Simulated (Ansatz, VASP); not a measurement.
**One calculation of W, two programs**

```xyz
1
Lattice="-1.5845 1.5845 1.5845 1.5845 -1.5845 1.5845 1.5845 1.5845 -1.5845" Properties=species:S:1:pos:R:3 pbc="T T T"
W     0.0000    0.0000    0.0000
```

Alike in both runs: functional r2SCAN; k mesh 16 × 16 × 16; occupations fermi-dirac, width 0.15 eV; no spin polarisation.

Ansatz relaxed the structure, and its values are those at the end. VASP's run is a single point on that final structure, the one shown.

|  | VASP | Ansatz |
| --- | --- | --- |
| version | VASP 6.6.1 | Ansatz 0.2.0 |
| potentials or method | VASP PAW PBE potentials, release 64 (W_sv), cutoff 520 eV | scalar-relativistic, plane waves, PAW |
| valence electrons in the cell | 14 | 14 |

Ansatz gave:

```
gap on the k mesh at the Fermi level (eV) : none
pressure (GPa)                            : 0.0
```

Estimate VASP's values.

gap on the k mesh at the Fermi level (eV): none; pressure (GPa): 1.1.

VASP's potentials were made for PBE, not for r2SCAN. A gap of «none» marks a metal or a gap that the smearing closes.

Neither program's run includes spin-orbit coupling.
